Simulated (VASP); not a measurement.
Write the native input for VASP 6.6.1 that does the following.

* Task: single point
* Functional: LDA
* Potentials or basis: VASP PAW LDA potentials, release 64 (Ti_sv, O)
* Cutoff: 520 eV
* k mesh: 10 × 10 × 10
* Occupations: fermi-dirac, width 0.05 eV
* Spin: no spin polarisation
* Dipole correction: no
* Further INCAR settings: ALGO = Normal; EDIFF = 1e-07; NBANDS = 33

The structure of TiO2 lies in POSCAR:

```
TiO2
1.0
   -1.9169989080      1.9169989080      4.8199032318
    1.9169989080     -1.9169989080      4.8199032318
    1.9169989080      1.9169989080     -4.8199032318
Ti O
2 4
Direct
    0.7500000000      0.2500000000      0.5000000000
    0.0000000000      0.0000000000      0.0000000000
    0.7919000000      0.7919000000      0.0000000000
    0.5419000000      0.0419000000      0.5000000000
    0.9581000000      0.4581000000      0.5000000000
    0.2081000000      0.2081000000      0.0000000000
```

These files were run (other wordings do the same):

INCAR

```
PREC     = Accurate       # precision mode
ENCUT    = 520            # plane-wave cutoff, eV
EDIFF    = 1E-7           # SCF threshold, eV
ISMEAR   = -1             # smearing method
SIGMA    = 0.05           # smearing width, eV
LREAL    = False          # projectors in reciprocal space
LASPH    = True           # aspherical terms in the spheres
NELM     = 100            # most SCF steps
ALGO     = Normal         # electronic algorithm
ISIF     = 2              # what is computed and relaxed
LWAVE    = False          # write WAVECAR
LCHARG   = False          # write CHGCAR
GGA      = CA             # functional
NBANDS   = 33             # bands
```

KPOINTS

```
Automatic mesh
0
Gamma
  10 10 10
```

Potentials or basis: VASP PAW LDA potentials, release 64 (Ti_sv, O).

The run is started by

```sh
$ cat potpaw_LDA.64/Ti_sv/POTCAR potpaw_LDA.64/O/POTCAR > POTCAR
$ mpirun -np 1 vasp_std > vasp.out
```

It gave:

* Pressure: -13.2 GPa
* Largest force: 0.308 eV/Å
* Band gap on the k mesh: 1.92 eV (least direct gap 2.26 eV)

Caveat: the cell stands under tension.

Wall time 13 min on 1 thread of AMD EPYC 7R13 (shared host), peak memory 0.31 GiB.
